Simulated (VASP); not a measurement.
# Mg (P6_3/mmc) in VASP: a series of runs

Runs on Mg. Level: PBE. Tasks: single point.

Everything below comes from runs of VASP 6.6.1. Logs are shortened: lines on timing, memory, paths and dates and some standing lists are left out, and cuts for length are marked.

### Step 1. The cell of the first run

The structure is hexagonal, space group P6_3/mmc (No. 194). Conventional cell: a = 4.165 Å, b = 4.165 Å, c = 6.290 Å, α = 90.00°, β = 90.00°, γ = 120.00°. Mg (site symmetry -3m) has 8 Mg at 2.87 to 3.15 Å within 3.8 Å. Mg (site symmetry -6m2) has 6 Mg at 2.87 Å within 3.8 Å.

### Step 2. Single point, PBE

File INCAR:

```
SYSTEM = Mg
PREC     = Accurate       ! precision mode
ENCUT    = 520            ! plane-wave cutoff, eV
EDIFF    = 1E-6           ! SCF threshold, eV
ISMEAR   = -1             ! smearing method
SIGMA    = 0.05           ! smearing width, eV
LREAL    = .FALSE.        ! projectors in reciprocal space
LASPH    = .TRUE.         ! aspherical terms in the spheres
NELM     = 100            ! most SCF steps
ALGO     = Normal         ! electronic algorithm
ISIF     = 2              ! what is computed and relaxed
LWAVE    = .FALSE.        ! write WAVECAR
LCHARG   = .FALSE.        ! write CHGCAR
GGA      = PE             ! functional
NBANDS   = 12             ! bands
```

File KPOINTS:

```
regular mesh
0
G
  8 8 5
  0 0 0
```

File POSCAR:

```
Mg
1.0
    4.1650301230      0.0000000000      0.0000000000
   -2.0825150615      3.6070218941      0.0000000000
    0.0000000000      0.0000000000      6.2901528603
Mg
4
Direct
    0.0000000000      0.0000000000      0.0000000000
    0.0000000000      0.0000000000      0.5000000000
    0.3333333333      0.6666666667      0.2500000000
    0.6666666667      0.3333333333      0.7500000000
```

Potentials or basis: VASP PAW PBE potentials, release 64 (Mg).

On the command line:

```sh
> cat potpaw_PBE.64/Mg/POTCAR > POTCAR
> mpirun -np 1 vasp_std > vasp.out
```

OUTCAR:

```text
SYSTEM = Mg
   PREC = Accurate
   ENCUT = 520
   EDIFF = 1E-6
   ISMEAR = -1
   LREAL = .FALSE.
   LASPH = .TRUE.
   NELM = 100
   ISIF = 2
   GGA = PE

 ion  position               nearest neighbor table
   1  0.000  0.000  0.000-   3 2.87   4 2.87   4 2.87   3 2.87   4 2.87   3 2.87   2 3.15   2 3.15

   2  0.000  0.000  0.500-   3 2.87   4 2.87   4 2.87   3 2.87   4 2.87   3 2.87   1 3.15   1 3.15

   3  0.333  0.667  0.250-   1 2.87   2 2.87   1 2.87   2 2.87   1 2.87   2 2.87
   4  0.667  0.333  0.750-   1 2.87   2 2.87   1 2.87   2 2.87   1 2.87   2 2.87

  LATTYP: Found a hexagonal cell.
 ALAT       =     4.1650301230
 C/A-ratio  =     1.5102298602

  Lattice vectors:

 A1 = (   4.1650301230,   0.0000000000,   0.0000000000)
 A2 = (  -2.0825150615,   3.6070218941,   0.0000000000)
 A3 = (   0.0000000000,   0.0000000000,   6.2901528603)

Analysis of symmetry for initial positions (statically):
=====================================================================
 Subroutine PRICEL returns:
 Original cell was already a primitive cell.

 Routine SETGRP: Setting up the symmetry group for a
 hexagonal supercell.

 Subroutine GETGRP returns: Found 24 space group operations
 (whereof 12 operations were pure point group operations)
 out of a pool of 24 trial point group operations.

The static configuration has the point symmetry D_3d.
 The point group associated with its full space group is D_6h.

Analysis of symmetry for dynamics (positions and initial velocities):
=====================================================================
 Subroutine PRICEL returns:
 Original cell was already a primitive cell.

 Routine SETGRP: Setting up the symmetry group for a
 hexagonal supercell.

 Subroutine GETGRP returns: Found 24 space group operations
 (whereof 12 operations were pure point group operations)
 out of a pool of 24 trial point group operations.

The dynamic configuration has the point symmetry D_3d.
 The point group associated with its full space group is D_6h.

 Subroutine INISYM returns: Found 24 space group operations
 (whereof 12 operations are pure point group operations),
 and found     1 'primitive' translations

----------------------------------------------------------------------------------------

                                     Primitive cell

  volume of cell :      94.4992

  direct lattice vectors                    reciprocal lattice vectors
[... 97 lines left out ...]
   ISIF   =      2    stress and relaxation
   ISYM   =      2    0-nonsym 1-usesym 2-fastsym
   POTIM  = 0.5000    time-step for ionic-motion
   TEBEG  =    0.0;   TEEND  =   0.0 temperature during run
   PSTRESS=    0.0 pullay stress
   NELECT =       8.0000    total number of electrons
   NUPDOWN=      -1.0000    fix difference up-down
   EMIN   =  10.00;   EMAX   =-10.00  energy-range for DOS
   EFERMI =   0.00;   METHOD = LEGACY
   ISMEAR =    -1;   SIGMA  =   0.05  broadening in eV -4-tet -1-fermi 0-gaus
   EFERMI_NEDOS =   21; number of points for ismear=-14 and -15
   IALGO  =     38    algorithm
   IMIX   =      4    mixing-type and parameters
     AMIX     =   0.40;   BMIX     =  1.00
     AMIX_MAG =   1.60;   BMIX_MAG =  1.00
  volume/ion in A,a.u.               =      23.62       159.43
  Fermi-wavevector in a.u.,A,eV,Ry     =   0.718834  1.358400  7.030440  0.516723
  Thomas-Fermi vector in A             =   1.807875
   LORBIT       =      0    0 simple, 1 ext, 2 COOP (PROOUT), +10 PAW based schemes
   GGA     = PE    functional components
   LHFCALC =     F    Hartree Fock is set to
   AEXX    =    0.0000 exact exchange contribution
   IVDW    =     0    specifies the selected vdW correction
   LEPSILON=     F    determine dielectric tensor
   LRPA    =     F    only Hartree local field effects (RPA)
 non-spin polarized calculation
  energy-cutoff  :      520.00
  volume of cell :       94.50
 maximum number of plane-waves:      2561
 NGX is ok and might be reduce to    32
   NGX = 15   NGY = 15   NGZ = 23

 number of electron       8.0000000 magnetization

 Free energy of the ion-electron system (eV)
  ---------------------------------------------------
  ext. energy  EPLUGINS =         0.00000000
  ---------------------------------------------------
  free energy    TOTEN  =        -4.50392713 eV

  energy without entropy =       -4.49173059  energy(sigma->0) =       -4.49782886

 E-fermi :   2.3462     XC(G=0):  -8.3454

 val. band max:        2.2944049761   @ k =   0.2500   0.2500   0.2000
 cond. band min:       2.4096638997   @ k =   0.2500   0.0000   0.4000
 fundamental gap:      0.1152589236
 Fermi energy:         2.3461629792

 k-point     1 :       0.0000    0.0000    0.0000
  band No.  band energies     occupation
      1      -4.3932      2.00000
      2      -0.7236      2.00000
      3      -0.6133      2.00000
      4       5.6177      0.00000
      5       5.6177      0.00000
      6       6.3151      0.00000
      7       6.3151      0.00000
      8       7.1890      0.00000
      9       8.7887      0.00000
     10       8.8499      0.00000
     11       8.8499      0.00000
     12       9.1556      0.00000
[... 331 lines left out ...]
 k-point    24 :       0.3750    0.0000    0.4000
  band No.  band energies     occupation
      1      -2.2085      2.00000
      2      -1.4739      2.00000
      3       0.6118      2.00000
      4       1.3046      2.00000
      5       4.1297      0.00000
      6       4.1723      0.00000
      7       4.7960      0.00000
      8       5.0606      0.00000
      9       6.1553      0.00000
     10       6.8578      0.00000
     11       7.4578      0.00000
     12       9.2278      0.00000

 [... further k-points ...]
[... 5 lines left out ...]
  --------------------------------------------------------------------------------------
  -------------------------------------------------------------------------------------
  Total        2.9592608      2.9592608      2.9998633      0.0000000      0.0000000     -0.0000000
  in kB       50.1724951     50.1724951     50.8608865      0.0000000      0.0000000     -0.0000000
  external PRESSURE =      50.4019589 kB  Pullay stress =       0.0000000 kB

 VOLUME and BASIS-vectors are now :
 -----------------------------------------------------------------------------
  energy-cutoff  :      520.00
  volume of cell :       94.50
      direct lattice vectors                 reciprocal lattice vectors
     4.165030123  0.000000000  0.000000000     0.240094302  0.138618510  0.000000000
    -2.082515062  3.607021894  0.000000000     0.000000000  0.277237020  0.000000000
     0.000000000  0.000000000  6.290152860     0.000000000  0.000000000  0.158978648

 POSITION                                       TOTAL-FORCE (eV/Angst)
 -----------------------------------------------------------------------------------
      0.00000      0.00000      0.00000        -0.000000      0.000000     -0.000000
      0.00000      0.00000      3.14508        -0.000000      0.000000     -0.000000
     -0.00000      2.40468      1.57254        -0.000000      0.000000     -0.000000
      2.08252      1.20234      4.71761         0.000000     -0.000000      0.000000
 -----------------------------------------------------------------------------------
    total drift:                                0.000000     -0.000000      0.000000

  FREE ENERGIE OF THE ION-ELECTRON SYSTEM (eV)
  ---------------------------------------------------
  free  energy   TOTEN  =        -4.5039271291 eV

  energy  without entropy=       -4.4917305861  energy(sigma->0) =       -4.49782886
```

stdout:

```text
POSCAR found type information on POSCAR Mg
 POSCAR found :  1 types and       4 ions
 scaLAPACK will be used
 LDA part: xc-table for (Slater+PW92), standard interpolation
 POSCAR, INCAR and KPOINTS ok, starting setup
 FFT: planning ... GRIDC
 FFT: planning ... GRID_SOFT
 FFT: planning ... GRID
 WAVECAR not read
 entering main loop
```

Run time: 34 s. Hardware: 1 thread of AMD EPYC 7R13, shared host; peak memory 0.18 GiB.

What came out:

```
Free energy            : -4.5039 eV
Pressure               : 5.0 GPa
Band gap on the k mesh : zero (bands 4 and 5 overlap by 4.65 eV)
```

Levels at points of the mesh, in eV from the Fermi level:
```
           k point  band 1  band 2  band 3  band 4  band 5  band 6  band 7  band 8
(0.00, 0.00, 0.00)   -6.74   -3.07   -2.96    3.27    3.27    3.97    3.97    4.84
(0.50, 0.00, 0.00)   -4.15   -3.65   -0.90   -0.33   -0.08    0.27    1.09    2.34
```

Caveat: the cell stands under pressure.

### Step 3. Single point, PBE (23.62 Å³/atom)

File INCAR:

```
SYSTEM = Mg
PREC = Accurate ; ENCUT = 520
EDIFF = 1E-6 ; ISMEAR = -1
SIGMA = 0.05 ; LREAL = .FALSE.
LASPH = .TRUE. ; NELM = 80
ALGO = Normal ; ISIF = 2
LWAVE = .FALSE. ; LCHARG = .FALSE.
GGA = PE ; NBANDS = 12
```

File KPOINTS:

```
Automatic mesh
0
G
  8 8 5
  0 0 0
```

POSCAR, as its differences from that of step 2:

```diff
@@ -3,3 +3,3 @@
     4.1650301230      0.0000000000      0.0000000000
-   -2.0825150615      3.6070218941      0.0000000000
+   -2.0825150616      3.6070218941      0.0000000000
     0.0000000000      0.0000000000      6.2901528603
```

Potentials or basis: VASP PAW PBE potentials, release 64 (Mg).

On the command line:

```sh
> cat potpaw_PBE.64/Mg/POTCAR > POTCAR
> mpirun -np 1 vasp_std > vasp.out
```

OUTCAR:

```text
SYSTEM = Mg
   PREC = Accurate
   ENCUT = 520
   EDIFF = 1E-6
   ISMEAR = -1
   LREAL = .FALSE.
   LASPH = .TRUE.
   NELM = 80
   ISIF = 2
   GGA = PE

 ion  position               nearest neighbor table
   1  0.000  0.000  0.000-   3 2.87   4 2.87   4 2.87   3 2.87   4 2.87   3 2.87   2 3.15   2 3.15

   2  0.000  0.000  0.500-   3 2.87   4 2.87   4 2.87   3 2.87   4 2.87   3 2.87   1 3.15   1 3.15

   3  0.333  0.667  0.250-   1 2.87   2 2.87   1 2.87   2 2.87   1 2.87   2 2.87
   4  0.667  0.333  0.750-   1 2.87   2 2.87   1 2.87   2 2.87   1 2.87   2 2.87

  LATTYP: Found a hexagonal cell.
 ALAT       =     4.1650301230
 C/A-ratio  =     1.5102298602

  Lattice vectors:

 A1 = (   4.1650301230,   0.0000000000,   0.0000000000)
 A2 = (  -2.0825150616,   3.6070218941,   0.0000000000)
 A3 = (   0.0000000000,   0.0000000000,   6.2901528603)

Analysis of symmetry for initial positions (statically):
=====================================================================
 Subroutine PRICEL returns:
 Original cell was already a primitive cell.

 Routine SETGRP: Setting up the symmetry group for a
 hexagonal supercell.

 Subroutine GETGRP returns: Found 24 space group operations
[... 183 lines left out ...]
      4       5.6177      0.00000
      5       5.6177      0.00000
      6       6.3151      0.00000
      7       6.3151      0.00000
      8       7.1890      0.00000
      9       8.7887      0.00000
     10       8.8499      0.00000
     11       8.8499      0.00000
     12       9.1556      0.00000
[... 331 lines left out ...]
 k-point    24 :       0.3750    0.0000    0.4000
  band No.  band energies     occupation
      1      -2.2085      2.00000
      2      -1.4739      2.00000
      3       0.6118      2.00000
      4       1.3046      2.00000
      5       4.1297      0.00000
      6       4.1723      0.00000
      7       4.7960      0.00000
      8       5.0606      0.00000
      9       6.1553      0.00000
     10       6.8578      0.00000
     11       7.4578      0.00000
     12       9.2278      0.00000

 [... further k-points ...]
[... 5 lines left out ...]
  --------------------------------------------------------------------------------------
  -------------------------------------------------------------------------------------
  Total        2.9592608      2.9592608      2.9998633     -0.0000000      0.0000000     -0.0000000
  in kB       50.1724951     50.1724951     50.8608865     -0.0000000      0.0000000     -0.0000000
  external PRESSURE =      50.4019589 kB  Pullay stress =       0.0000000 kB

 VOLUME and BASIS-vectors are now :
 -----------------------------------------------------------------------------
  energy-cutoff  :      520.00
  volume of cell :       94.50
      direct lattice vectors                 reciprocal lattice vectors
     4.165030123  0.000000000  0.000000000     0.240094302  0.138618510  0.000000000
    -2.082515062  3.607021894  0.000000000     0.000000000  0.277237020  0.000000000
     0.000000000  0.000000000  6.290152860     0.000000000  0.000000000  0.158978648

 POSITION                                       TOTAL-FORCE (eV/Angst)
 -----------------------------------------------------------------------------------
      0.00000      0.00000      0.00000        -0.000000     -0.000000      0.000000
      0.00000      0.00000      3.14508        -0.000000     -0.000000      0.000000
     -0.00000      2.40468      1.57254         0.000000     -0.000000     -0.000000
      2.08252      1.20234      4.71761        -0.000000      0.000000      0.000000
 -----------------------------------------------------------------------------------
    total drift:                                0.000000     -0.000000      0.000000

  FREE ENERGIE OF THE ION-ELECTRON SYSTEM (eV)
  ---------------------------------------------------
  free  energy   TOTEN  =        -4.5039271289 eV

  energy  without entropy=       -4.4917305859  energy(sigma->0) =       -4.49782886
```

OSZICAR:

```text
N       E                     dE             d eps       ncg     rms          rms(c)
DAV:   1     0.473328246420E+01    0.47333E+01   -0.25551E+03   720   0.478E+02
DAV:   2    -0.430545580830E+01   -0.90387E+01   -0.86694E+01   892   0.533E+01
DAV:   3    -0.454114795152E+01   -0.23569E+00   -0.23492E+00   964   0.695E+00
DAV:   4    -0.454235431526E+01   -0.12064E-02   -0.12063E-02   832   0.576E-01
DAV:   5    -0.454236824915E+01   -0.13934E-04   -0.13934E-04   924   0.632E-02    0.124E+00
DAV:   6    -0.452082670178E+01    0.21542E-01   -0.71854E-03   840   0.340E-01    0.785E-01
DAV:   7    -0.450407572234E+01    0.16751E-01   -0.21803E-02   840   0.586E-01    0.564E-02
DAV:   8    -0.450394138086E+01    0.13434E-03   -0.13959E-03   844   0.155E-01    0.170E-02
DAV:   9    -0.450392568679E+01    0.15694E-04   -0.30558E-05   864   0.240E-02    0.588E-03
DAV:  10    -0.450392720714E+01   -0.15204E-05   -0.27320E-06   848   0.728E-03    0.929E-04
DAV:  11    -0.450392712888E+01    0.78260E-07   -0.15410E-07   456   0.156E-03
   1 F= -.45039271E+01 E0= -.44978289E+01  d E =-.121965E-01
```

It took 40 s on 1 thread of AMD EPYC 7R13, shared host; peak memory 0.18 GiB.

Results:

| Item | Value |
| --- | --- |
| Free energy | -4.5039 eV |
| Pressure | 5.0 GPa |
| Band gap on the k mesh | zero (bands 4 and 5 overlap by 4.65 eV) |

Caveat: the cell stands under pressure.

### Step 4. Single point, PBE (23.62 Å³/atom)

File INCAR:

```
PREC     = Accurate       # precision mode
ENCUT    = 520            # plane-wave cutoff, eV
EDIFF    = 1E-6           # SCF threshold, eV
ISMEAR   = -1             # smearing method
SIGMA    = 0.05           # smearing width, eV
LREAL    = False          # projectors in reciprocal space
LASPH    = True           # aspherical terms in the spheres
NELM     = 100            # most SCF steps
ALGO     = Normal         # electronic algorithm
ISIF     = 2              # what is computed and relaxed
LWAVE    = False          # write WAVECAR
LCHARG   = True           # write CHGCAR
GGA      = PE             # functional
LELF     = True           # ELF
LVHAR    = True         
NBANDS   = 12             # bands
```

File KPOINTS:

```
Automatic mesh
0
Gamma
  8 8 5
```

POSCAR is that of step 3.

On the command line:

```sh
> cat potpaw_PBE.64/Mg/POTCAR > POTCAR
> mpirun -np 1 vasp_std > vasp.out
```

It took 35 s on 1 thread of AMD EPYC 7R13, shared host; peak memory 0.18 GiB.

The run converged. Its results:

| Item | Value |
| --- | --- |
| Free energy | -4.5039 eV |
| Pressure | 5.0 GPa |
| Band gap on the k mesh | zero (bands 4 and 5 overlap by 4.65 eV) |

Levels at points of the mesh, in eV from the Fermi level:
| k point | band 2 | band 3 | band 4 | band 5 | band 6 | band 7 |
| --- | --- | --- | --- | --- | --- | --- |
| (0.00, 0.00, 0.00) | -3.07 | -2.96 | 3.27 | 3.27 | 3.97 | 3.97 |
| (0.50, 0.00, 0.00) | -3.65 | -0.90 | -0.33 | -0.08 | 0.27 | 1.09 |

Caveat: the cell stands under pressure.

(Part 1 of 2 ends here.)
